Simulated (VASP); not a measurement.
Here is a VASP 6.6.1 calculation.

POSCAR

```
BN
1.0
    0.0000000000      1.8080000000      1.8080000000
    1.8080000000      0.0000000000      1.8080000000
    1.8080000000      1.8080000000      0.0000000000
B N
1 1
Direct
    0.0000000000      0.0000000000      0.0000000000
    0.2500000000      0.2500000000      0.2500000000
```

The input INCAR.step1:

```
SYSTEM = BN
  ALGO = Normal
  EDIFF = 1E-5
  EDIFFG = -0.005
  ENCUT = 660
  GGA = PE
  GGA_COMPAT = .False.
  IBRION = 2
  ISIF = 3
  ISMEAR = 0
  LASPH = .True.
  LCHARG = .False.
  LREAL = .False.
  LWAVE = .True.
  NELM = 120
  NELMIN = 4
  NSW = 100
  PREC = Accurate
  SIGMA = 0.02
```

The input INCAR.step2:

```
SYSTEM = BN
  ALGO = Normal
  EDIFF = 1E-7
  EDIFFG = -0.002
  ENCUT = 660
  GGA_COMPAT = .False.
  IBRION = 2
  ISIF = 3
  ISMEAR = 0
  ISTART = 1
  LASPH = .True.
  LCHARG = .False.
  LMIXTAU = .True.
  LREAL = .False.
  LWAVE = .False.
  METAGGA = R2SCAN
  NELM = 120
  NELMIN = 4
  NSW = 100
  PREC = Accurate
  SIGMA = 0.02
```

The input KPOINTS:

```
k-points
0
Gamma
  10 10 10
  0 0 0
```

Potentials or basis: VASP PAW PBE potentials, release 64 (B, N).

Command:

```bash
$ cat potpaw_PBE.64/B/POTCAR potpaw_PBE.64/N/POTCAR > POTCAR
$ cp INCAR.step1 INCAR
$ mpirun -np 1 vasp_std > vasp.out
$ cp INCAR.step2 INCAR
$ mpirun -np 1 vasp_std > vasp.out
```

Q: What does it give for the band gap on the k mesh?

A: 4.98 eV (least direct gap 9.53 eV).

Q: Predict the relaxed cell.

A: a = 2.555 Å, b = 2.555 Å, c = 2.555 Å, α = 60.00°, β = 60.00°, γ = 60.00°.

Final structure:
```cif
data_structure
_symmetry_space_group_name_H-M 'P 1'
_symmetry_Int_Tables_number 1
_cell_length_a 2.5550
_cell_length_b 2.5550
_cell_length_c 2.5550
_cell_angle_alpha 60.000
_cell_angle_beta 60.000
_cell_angle_gamma 60.000
_cell_volume 11.79
loop_
_atom_site_label
_atom_site_type_symbol
_atom_site_fract_x
_atom_site_fract_y
_atom_site_fract_z
_atom_site_occupancy
B1 B 0.00000 0.00000 0.00000 1
N1 N 0.25000 0.25000 0.25000 1
```

 A k mesh can miss the band edges.
